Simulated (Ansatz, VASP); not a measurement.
**Two plane-wave programs on HPt6**

```xyz
14
Lattice="5.6143 0.0000 0.0000 0.0000 5.6143 0.0000 0.0000 0.0000 21.8514" Properties=species:S:1:pos:R:3 pbc="T T T"
Pt    1.4036    1.4036    4.0000
Pt    1.4036    4.2107    4.0000
Pt    4.2107    1.4036    4.0000
Pt    4.2107    4.2107    4.0000
Pt    0.0000    0.0000    5.9264
Pt    0.0000    2.8072    5.9264
Pt    2.8072    0.0000    5.9264
Pt    2.8072    2.8072    5.9264
Pt    1.4036    1.4036    7.8514
Pt    1.4036    4.2107    7.8514
Pt    4.2107    1.4036    7.8514
Pt    4.2107    4.2107    7.8514
H    -0.7475    0.0000    9.2614
H     0.7475    0.0000    9.2614
```

Alike in both runs: task single point; functional PBE; k mesh 5 × 5 × 1; occupations gaussian, width 0.1 eV; no spin polarisation.

```csv
,VASP,Ansatz
version,VASP 6.6.1,Ansatz 0.2.0
potentials or method,"VASP PAW PBE potentials, release 64 (Pt, H), cutoff 520 eV","scalar-relativistic, plane waves, PAW"
valence electrons in the cell,122,218
```

```csv
,VASP,Ansatz,Ansatz less VASP
gap on the k mesh at the Fermi level (eV),none,none,-
rms of the force components (eV/Å),0.496,0.501,+0.0046
"work function, face that differs most (eV)",5.52,5.51,-0.003
```

Atom by atom the forces differ by 0.009 eV/Å (rms over components). A gap of «none» marks a metal or a gap that the smearing closes. VASP's potentials hold 122 valence electrons a cell and Ansatz's 218, so a difference there can come from the potentials and not from the codes.

Spin-orbit coupling is off throughout.
